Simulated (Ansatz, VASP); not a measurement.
B in VASP and in Ansatz

```
B
1.0
     1.95234   -3.16071   -0.00002
     1.54992    2.86725   -0.00503
     0.00772    0.00526    5.12516
B
8
Direct
  0.24994 0.24998 0.16928
  0.25003 0.75002 0.33073
  0.74995 0.24998 0.16927
  0.75002 0.75001 0.33073
  0.25003 0.25001 0.83073
  0.25001 0.75001 0.66927
  0.75002 0.24999 0.83072
  0.75000 0.74999 0.66928
```

Change from the starting cell: N type (Pnma, No. 62); cell x4, atoms moved at random (sigma 0.05 Å) and cell strained at random (1.5 %), then relaxed without symmetry.

Alike in both runs: functional PBE; k mesh 8 × 8 × 6; occupations gaussian, width 0.1 eV; no spin polarisation.

Ansatz relaxed the structure, and its values are those at the end. VASP's run is a single point on that final structure, the one shown.

```csv
,VASP,Ansatz
version,VASP 6.6.1,Ansatz 0.2.0
potentials or method,"VASP PAW PBE potentials, release 64 (B), cutoff 520 eV","scalar-relativistic, plane waves, PAW"
valence electrons in the cell,24,24
```

|  | VASP | Ansatz | Ansatz less VASP |
| --- | --- | --- | --- |
| gap on the k mesh at the Fermi level (eV) | none | none | - |
| pressure (GPa) | 0.0 | 0.0 | 0.00 |

A gap of «none» marks a metal or a gap that the smearing closes. With one functional, cell and mesh, what is left measures potentials, basis and numerics.
